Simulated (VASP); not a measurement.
# Sb: single point with r2SCAN

Sb:

```
CELL_PARAMETERS angstrom
-1.50500 1.50500 2.48000
1.50500 -1.50500 2.48000
1.50500 1.50500 -2.48000
ATOMIC_POSITIONS crystal
Sb 0.00000 0.00000 0.00000
```

- Program: VASP 6.6.1
- Task: single point
- Functional: r2SCAN
- Potentials or basis: VASP PAW PBE potentials, release 64 (Sb)
- Cutoff: 550 eV
- k mesh: 7 × 7 × 7
- Occupations: methfessel-paxton, width 0.3 eV
- Spin: no spin polarisation
- Dipole correction: no
- Further INCAR settings: ALGO = Normal; EDIFF = 1e-06; NBANDS = 8

The pressure is 18.6 GPa.

Stress tensor (GPa, compression positive):
```
20.34  0.00  0.00
 0.00 20.34  0.00
 0.00  0.00 15.19
```

Levels at points of the mesh, in eV from the Fermi level:
| k point | band 1 | band 2 | band 3 | band 4 | band 5 | band 6 |
| --- | --- | --- | --- | --- | --- | --- |
| (0.00, 0.00, 0.00) | -15.19 | 6.95 | 7.23 | 7.23 | 10.55 | 11.22 |

It took 22 s on 1 thread of Intel(R) Xeon(R) Platinum 8559C (Emerald Rapids), on a shared host, peak memory 0.16 GiB.

Caveat: the k points lie up to 0.42 Å⁻¹ apart; the PAW data sets were made with another functional, which shifts forces and pressure a little; spin-orbit coupling is left out, which moves the levels of the heavy elements.
